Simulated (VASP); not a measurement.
# Ti (P6/mmm) in VASP: a series of runs

The runs below take Ti through relaxation of shape and atoms at fixed volume, with PBE.

Program: VASP 6.6.1. These are calculated values, not measurements. Logs are shortened: lines on timing, memory, paths and dates and some standing lists are left out, and cuts for length are marked.

**1. The cell of the first run**

Symmetry: P6/mmm, No. 191, hexagonal system. The conventional cell has a = 4.484 Å, b = 4.484 Å, c = 2.777 Å, α = 90.00°, β = 90.00°, γ = 120.00°. Within 3.7 Å of Ti (site symmetry 6/mmm) lie 14 Ti at 2.78 to 2.94 Å. Within 3.4 Å of Ti (site symmetry -6m2) lie 11 Ti at 2.59 to 2.94 Å.

**2. Relaxation of shape and atoms at fixed volume, PBE (volume scaled by 0.94)**

Input file INCAR:

```
SYSTEM = Ti
ALGO = Fast ; EDIFF = 1E-7
EDIFFG = -0.01 ; ENCUT = 600
GGA = PE ; IBRION = 2
ISIF = 4 ; ISMEAR = 0
LASPH = .TRUE. ; LCHARG = .FALSE.
LREAL = .FALSE. ; LWAVE = .FALSE.
NELM = 60 ; NSW = 50
PREC = Accurate ; SIGMA = 0.1
```

Input file KPOINTS:

```
k-points
0
G
  12 12 14
  0 0 0
```

Input file POSCAR:

```
Ti
1.0
    4.4838079388      0.0000000000      0.0000000000
   -2.2419039694      3.8830915807      0.0000000000
    0.0000000000      0.0000000000      2.7766908334
Ti
3
Direct
    0.0000000000      0.0000000000      0.0000000000
    0.3333333333      0.6666666667      0.5000000000
    0.6666666667      0.3333333333      0.5000000000
```

Potentials or basis: VASP PAW PBE potentials, release 64 (Ti_sv).

Launch:

```
$ cat potpaw_PBE.64/Ti_sv/POTCAR > POTCAR
$ mpirun -np 1 vasp_std > vasp.out
```

OUTCAR:

```text
SYSTEM = Ti
   EDIFF = 1E-7
   EDIFFG = -0.01
   ENCUT = 600
   GGA = PE
   IBRION = 2
   ISIF = 4
   ISMEAR = 0
   LASPH = .TRUE.
   LREAL = .FALSE.
   NELM = 60
   NSW = 50
   PREC = Accurate

 ion  position               nearest neighbor table
   1  0.000  0.000  0.000-
   2  0.333  0.667  0.500-   3 2.59   3 2.59   3 2.59
   3  0.667  0.333  0.500-   2 2.59   2 2.59   2 2.59

  LATTYP: Found a hexagonal cell.
 ALAT       =     4.4838079388
 C/A-ratio  =     0.6192706894

  Lattice vectors:

 A1 = (   4.4838079388,   0.0000000000,   0.0000000000)
 A2 = (  -2.2419039694,   3.8830915807,   0.0000000000)
 A3 = (   0.0000000000,   0.0000000000,   2.7766908334)

Analysis of symmetry for initial positions (statically):
=====================================================================
 Subroutine PRICEL returns:
 Original cell was already a primitive cell.

 Routine SETGRP: Setting up the symmetry group for a
 hexagonal supercell.

 Subroutine GETGRP returns: Found 24 space group operations
 (whereof 24 operations were pure point group operations)
 out of a pool of 24 trial point group operations.

The static configuration has the point symmetry D_6h.

Analysis of symmetry for dynamics (positions and initial velocities):
=====================================================================
 Subroutine PRICEL returns:
 Original cell was already a primitive cell.

 Routine SETGRP: Setting up the symmetry group for a
 hexagonal supercell.

 Subroutine GETGRP returns: Found 24 space group operations
 (whereof 24 operations were pure point group operations)
 out of a pool of 24 trial point group operations.

The dynamic configuration has the point symmetry D_6h.

 Subroutine INISYM returns: Found 24 space group operations
 (whereof 24 operations are pure point group operations),
 and found     1 'primitive' translations

----------------------------------------------------------------------------------------

                                     Primitive cell

  volume of cell :      48.3451

  direct lattice vectors                    reciprocal lattice vectors
     4.483807939  0.000000000  0.000000000     0.223024718  0.128763381  0.000000000
    -2.241903969  3.883091581  0.000000000     0.000000000  0.257526762  0.000000000
     0.000000000  0.000000000  2.776690833     0.000000000  0.000000000  0.360140923

  length of vectors
     4.483807939  4.483807939  2.776690833     0.257526762  0.257526762  0.360140923

  position of ions in fractional coordinates (direct lattice)
     0.000000000  0.000000000  0.000000000
     0.333333333  0.666666667  0.500000000
     0.666666667  0.333333333  0.500000000

  ion indices of the primitive-cell ions
   primitive index   ion index
                 1           1
                 2           2
                 3           3

----------------------------------------------------------------------------------------

 KPOINTS: k-points

Automatic generation of k-mesh.
 Grid dimensions read from file:
 generate k-points for:   12   12   14

 Generating k-lattice:

  Cartesian coordinates                     Fractional coordinates (reciprocal lattice)
     0.018585393  0.010730282  0.000000000     0.083333333  0.000000000  0.000000000
     0.000000000  0.021460563  0.000000000     0.000000000  0.083333333  0.000000000
     0.000000000  0.000000000  0.025724352     0.000000000  0.000000000  0.071428571

[... 49 lines left out ...]
   ICHARG =      2    charge: 1-file 2-atom 10-const
   ISPIN  =      1    spin polarized calculation?
   LNONCOLLINEAR =      F non collinear calculations
   LSORBIT =      F    spin-orbit coupling
   LASPH  =      T    aspherical Exc in radial PAW
   ENCUT  =  600.0 eV  44.10 Ry    6.64 a.u.   8.96  8.96  5.55*2*pi/ulx,y,z
   NELM   =     60;   NELMIN=  2; NELMDL= -5     # of ELM steps
   EDIFF  = 0.1E-06   stopping-criterion for ELM
   LREAL  =      F    real-space projection
   EDIFFG = -.1E-01   stopping-criterion for IOM
   NSW    =     50    number of steps for IOM
   IBRION =      2    ionic relax: 0-MD 1-quasi-New 2-CG
   NFREE  =      1    steps in history (QN), initial steepest desc. (CG)
   ISIF   =      4    stress and relaxation
   ISYM   =      2    0-nonsym 1-usesym 2-fastsym
   POTIM  = 0.5000    time-step for ionic-motion
   TEBEG  =    0.0;   TEEND  =   0.0 temperature during run
   PSTRESS=    0.0 pullay stress
   NELECT =      36.0000    total number of electrons
   NUPDOWN=      -1.0000    fix difference up-down
   EMIN   =  10.00;   EMAX   =-10.00  energy-range for DOS
   EFERMI =   0.00;   METHOD = LEGACY
   ISMEAR =     0;   SIGMA  =   0.10  broadening in eV -4-tet -1-fermi 0-gaus
   EFERMI_NEDOS =   21; number of points for ismear=-14 and -15
   IALGO  =     68    algorithm
   IMIX   =      4    mixing-type and parameters
     AMIX     =   0.40;   BMIX     =  1.00
     AMIX_MAG =   1.60;   BMIX_MAG =  1.00
  volume/ion in A,a.u.               =      16.12       108.75
  Fermi-wavevector in a.u.,A,eV,Ry     =   1.483855  2.804080 29.957677  2.201827
  Thomas-Fermi vector in A             =   2.597465
   LORBIT       =      0    0 simple, 1 ext, 2 COOP (PROOUT), +10 PAW based schemes
   GGA     = PE    functional components
   LHFCALC =     F    Hartree Fock is set to
   AEXX    =    0.0000 exact exchange contribution
   IVDW    =     0    specifies the selected vdW correction
   LEPSILON=     F    determine dielectric tensor
   LRPA    =     F    only Hartree local field effects (RPA)
 conjugate gradient relaxation of ions
 non-spin polarized calculation
 RMM-DIIS sequential band-by-band and
 Gauss-broadening in eV      SIGMA  =   0.10
  energy-cutoff  :      600.00
  volume of cell :       48.35
 maximum number of plane-waves:      1631
 NGX is ok and might be reduce to    36
   NGX = 17   NGY = 17   NGZ = 11

--------------------------------------- Ionic step        1  -------------------------------------------

 number of electron      36.0000012 magnetization

 Free energy of the ion-electron system (eV)
  ---------------------------------------------------
  ext. energy  EPLUGINS =         0.00000000
  ---------------------------------------------------
  free energy    TOTEN  =       -23.46111347 eV

  energy without entropy =      -23.44757767  energy(sigma->0) =      -23.45434557

------------------------ aborting loop EDIFF was not reached (unconverged)  ----------------------------

  FORCE on cell =-STRESS in cart. coord.  units (eV):
  Direction    XX          YY          ZZ          XY          YZ          ZX
  --------------------------------------------------------------------------------------
  -------------------------------------------------------------------------------------
  Total        2.1836831      2.1836831      2.2400644      0.0000000      0.0000000     -0.0000000
  in kB       72.3682430     72.3682430     74.2367465      0.0000000      0.0000000     -0.0000000
  external PRESSURE =      72.9910775 kB  Pullay stress =       0.0000000 kB

 VOLUME and BASIS-vectors are now :
 -----------------------------------------------------------------------------
  energy-cutoff  :      600.00
  volume of cell :       48.35
      direct lattice vectors                 reciprocal lattice vectors
     4.483807939  0.000000000  0.000000000     0.223024718  0.128763381  0.000000000
    -2.241903969  3.883091581  0.000000000     0.000000000  0.257526762  0.000000000
     0.000000000  0.000000000  2.776690833     0.000000000  0.000000000  0.360140923

 POSITION                                       TOTAL-FORCE (eV/Angst)
 -----------------------------------------------------------------------------------
      0.00000      0.00000      0.00000         0.000000     -0.000000     -0.000000
     -0.00000      2.58873      1.38835         0.000000      0.000000      0.000000
      2.24190      1.29436      1.38835        -0.000000     -0.000000     -0.000000
 -----------------------------------------------------------------------------------
    total drift:                                0.000000      0.000000     -0.000000

  FREE ENERGIE OF THE ION-ELECTRON SYSTEM (eV)
  ---------------------------------------------------
  free  energy   TOTEN  =       -23.4611134709 eV

  energy  without entropy=      -23.4475776692  energy(sigma->0) =      -23.45434557

--------------------------------------- Ionic step        2  -------------------------------------------

 number of electron      36.0000012 magnetization

 Free energy of the ion-electron system (eV)
  ---------------------------------------------------
  ext. energy  EPLUGINS =         0.00000000
  ---------------------------------------------------
  free energy    TOTEN  =       -23.46123935 eV

  energy without entropy =      -23.44769732  energy(sigma->0) =      -23.45446834

 E-fermi :   9.0390     XC(G=0): -11.8553

 val. band max:        9.0326929706   @ k =   0.0000   0.0000   0.0000
 cond. band min:       9.0556310985   @ k =   0.3333   0.0833   0.0000
 fundamental gap:      0.0229381279
 Fermi energy:         9.0389678031

 k-point     1 :       0.0000    0.0000    0.0000
  band No.  band energies     occupation
      1     -47.7428      2.00000
      2     -47.4817      2.00000
      3     -47.2834      2.00000
      4     -24.0778      2.00000
      5     -24.0778      2.00000
      6     -24.0066      2.00000
[... 589 lines left out ...]
     21       9.7427      0.00000
     22      10.2323      0.00000

 [... further k-points ...]
[... 5 lines left out ...]
  --------------------------------------------------------------------------------------
  -------------------------------------------------------------------------------------
  Total        2.2381161      2.2381161      2.2378086      0.0000000      0.0000000      0.0000000
  in kB       74.1721793     74.1721793     74.1619864      0.0000000      0.0000000      0.0000000
  external PRESSURE =      74.1687817 kB  Pullay stress =       0.0000000 kB

 VOLUME and BASIS-vectors are now :
 -----------------------------------------------------------------------------
  energy-cutoff  :      600.00
  volume of cell :       48.35
      direct lattice vectors                 reciprocal lattice vectors
     4.482453249  0.000000000 -0.000000000     0.223092120  0.128802296 -0.000000000
    -2.241226624  3.881918385  0.000000000     0.000000000  0.257604592  0.000000000
     0.000000000  0.000000000  2.778369434     0.000000000  0.000000000  0.359923338

 POSITION                                       TOTAL-FORCE (eV/Angst)
 -----------------------------------------------------------------------------------
      2.24123      3.88192      2.77837        -0.000000     -0.000000     -0.000000
     -0.00000      2.58795      1.38918        -0.000000      0.000000      0.000000
      2.24123      1.29397      1.38918         0.000000      0.000000     -0.000000
 -----------------------------------------------------------------------------------
    total drift:                               -0.000000      0.000000     -0.000000

  FREE ENERGIE OF THE ION-ELECTRON SYSTEM (eV)
  ---------------------------------------------------
  free  energy   TOTEN  =       -23.4612393524 eV

  energy  without entropy=      -23.4476973245  energy(sigma->0) =      -23.45446834

 reached required accuracy - stopping structural energy minimisation
```

It took 8.5 min on 1 thread of Intel Xeon Platinum 8488C (Sapphire Rapids), shared host; peak memory 0.29 GiB.

Results:

- Free energy: -23.4612 eV
- Energy gained by relaxing: 0.0 meV/atom
- Ionic steps: 2
- Pressure after relaxing: 7.4 GPa
- Band gap on the k mesh: zero (band 18 reaches 9.29 eV, above the bottom of band 19 at 8.94 eV)

The path:
```tsv
step	energy change (eV)	largest force (eV/Å)	pressure (GPa)	volume (Å³)
1	0.0000	0.0000	7.30	48.35
2	-0.0001	0.0000	7.42	48.35
```

Final structure:
```cif
data_structure
_symmetry_space_group_name_H-M 'P 1'
_symmetry_Int_Tables_number 1
_cell_length_a 4.4825
_cell_length_b 4.4825
_cell_length_c 2.7784
_cell_angle_alpha 90.000
_cell_angle_beta 90.000
_cell_angle_gamma 120.000
_cell_volume 48.35
loop_
_atom_site_label
_atom_site_type_symbol
_atom_site_fract_x
_atom_site_fract_y
_atom_site_fract_z
_atom_site_occupancy
Ti1 Ti 0.00000 0.00000 0.00000 1
Ti2 Ti 0.33333 0.66667 0.50000 1
Ti3 Ti 0.66667 0.33333 0.50000 1
```

Caveat: the cell differs from its parent crystal (volume scaled by 0.94).

**3. Relaxation of shape and atoms at fixed volume, PBE (volume scaled by 1.10)**

Input file INCAR:

```
PREC = Accurate
ENCUT = 600
EDIFF = 1E-7
ISMEAR = 0
SIGMA = 0.1
LREAL = F
LASPH = T
NELM = 60
ALGO = Fast
ISIF = 4
LWAVE = F
LCHARG = F
GGA = PE
IBRION = 2
NSW = 50
EDIFFG = -0.01
```

Input file KPOINTS:

```
Automatic mesh
0
Gamma
  12 12 14
```

Input file POSCAR:

```
Ti
1.0
    4.7297965407      0.0000000000      0.0000000000
   -2.3648982703      4.0961239590      0.0000000000
    0.0000000000      0.0000000000      2.9201250016
Ti
3
Direct
    0.0000000000      0.0000000000      0.0000000000
    0.3333333333      0.6666666667      0.5000000000
    0.6666666667      0.3333333333      0.5000000000
```

Potentials or basis: VASP PAW PBE potentials, release 64 (Ti_sv).

Launch:

```
$ cat potpaw_PBE.64/Ti_sv/POTCAR > POTCAR
$ mpirun -np 1 vasp_std > vasp.out
```

OUTCAR:

```text
PREC = Accurate
   ENCUT = 600
   EDIFF = 1E-7
   ISMEAR = 0
   LREAL = F
   LASPH = T
   NELM = 60
   ISIF = 4
   GGA = PE
   IBRION = 2
   NSW = 50
   EDIFFG = -0.01

 ion  position               nearest neighbor table
   1  0.000  0.000  0.000-
   2  0.333  0.667  0.500-   3 2.73   3 2.73   3 2.73
   3  0.667  0.333  0.500-   2 2.73   2 2.73   2 2.73

  LATTYP: Found a hexagonal cell.
 ALAT       =     4.7297965407
 C/A-ratio  =     0.6173891364

  Lattice vectors:

 A1 = (   4.7297965407,   0.0000000000,   0.0000000000)
 A2 = (  -2.3648982703,   4.0961239590,   0.0000000000)
 A3 = (   0.0000000000,   0.0000000000,   2.9201250016)

Analysis of symmetry for initial positions (statically):
=====================================================================
 Subroutine PRICEL returns:
 Original cell was already a primitive cell.

 Routine SETGRP: Setting up the symmetry group for a
 hexagonal supercell.

[... 207 lines left out ...]

 number of electron      36.0000005 magnetization

 Free energy of the ion-electron system (eV)
  ---------------------------------------------------
  ext. energy  EPLUGINS =         0.00000000
  ---------------------------------------------------
  free energy    TOTEN  =       -23.37008708 eV

  energy without entropy =      -23.35659759  energy(sigma->0) =      -23.36334234

 E-fermi :   7.3750     XC(G=0): -11.1152

 val. band max:        7.3739118231   @ k =   0.4167   0.1667   0.2857
 cond. band min:       7.3813340055   @ k =   0.5000   0.0000   0.2143
 fundamental gap:      0.0074221824
 Fermi energy:         7.3749728948

 k-point     1 :       0.0000    0.0000    0.0000
  band No.  band energies     occupation
      1     -49.6973      2.00000
      2     -49.4232      2.00000
      3     -49.3066      2.00000
      4     -25.9813      2.00000
      5     -25.9813      2.00000
      6     -25.8103      2.00000
[... 589 lines left out ...]
     21       7.9565      0.00000
     22       8.4330      0.00000

 [... further k-points ...]
[... 5 lines left out ...]
  --------------------------------------------------------------------------------------
  -------------------------------------------------------------------------------------
  Total       -3.2142206     -3.2142206     -3.2204007     -0.0000000      0.0000000      0.0000000
  in kB      -91.0267989    -91.0267989    -91.2018193     -0.0000000      0.0000000      0.0000000
  external PRESSURE =     -91.0851390 kB  Pullay stress =       0.0000000 kB

 VOLUME and BASIS-vectors are now :
 -----------------------------------------------------------------------------
  energy-cutoff  :      600.00
  volume of cell :       56.57
      direct lattice vectors                 reciprocal lattice vectors
     4.731665585 -0.000000000  0.000000000     0.211342070  0.122018401 -0.000000000
    -2.365832792  4.097742599 -0.000000000     0.000000000  0.244036802 -0.000000000
     0.000000000  0.000000000  2.917818514    -0.000000000  0.000000000  0.342721796

 POSITION                                       TOTAL-FORCE (eV/Angst)
 -----------------------------------------------------------------------------------
      4.73167     -0.00000      2.91782         0.000000      0.000000     -0.000000
     -0.00000      2.73183      1.45891        -0.000000     -0.000000     -0.000000
      2.36583      1.36591      1.45891         0.000000      0.000000      0.000000
 -----------------------------------------------------------------------------------
    total drift:                                0.000000      0.000000     -0.000000

  FREE ENERGIE OF THE ION-ELECTRON SYSTEM (eV)
  ---------------------------------------------------
  free  energy   TOTEN  =       -23.3700870841 eV

  energy  without entropy=      -23.3565975875  energy(sigma->0) =      -23.36334234

 reached required accuracy - stopping structural energy minimisation
```

Run time: 22 min. Hardware: 1 thread of Oxide Virtual Turin-like, shared host; peak memory 0.29 GiB.

What came out:

```yaml
Free_energy: -23.3701 eV
Energy_gained_by_relaxing: 0.0 meV/atom
Ionic_steps: 2
Pressure_after_relaxing: -9.1 GPa
Band_gap_on_the_k_mesh: zero (band 18 reaches 7.54 eV, above the bottom of band 19 at 7.32 eV)
```

Final structure:
```cif
data_structure
_symmetry_space_group_name_H-M 'P 1'
_symmetry_Int_Tables_number 1
_cell_length_a 4.7317
_cell_length_b 4.7317
_cell_length_c 2.9178
_cell_angle_alpha 90.000
_cell_angle_beta 90.000
_cell_angle_gamma 120.000
_cell_volume 56.57
loop_
_atom_site_label
_atom_site_type_symbol
_atom_site_fract_x
_atom_site_fract_y
_atom_site_fract_z
_atom_site_occupancy
Ti1 Ti 0.00000 0.00000 0.00000 1
Ti2 Ti 0.33333 0.66667 0.50000 1
Ti3 Ti 0.66667 0.33333 0.50000 1
```

Caveat: the cell differs from its parent crystal (volume scaled by 1.10).
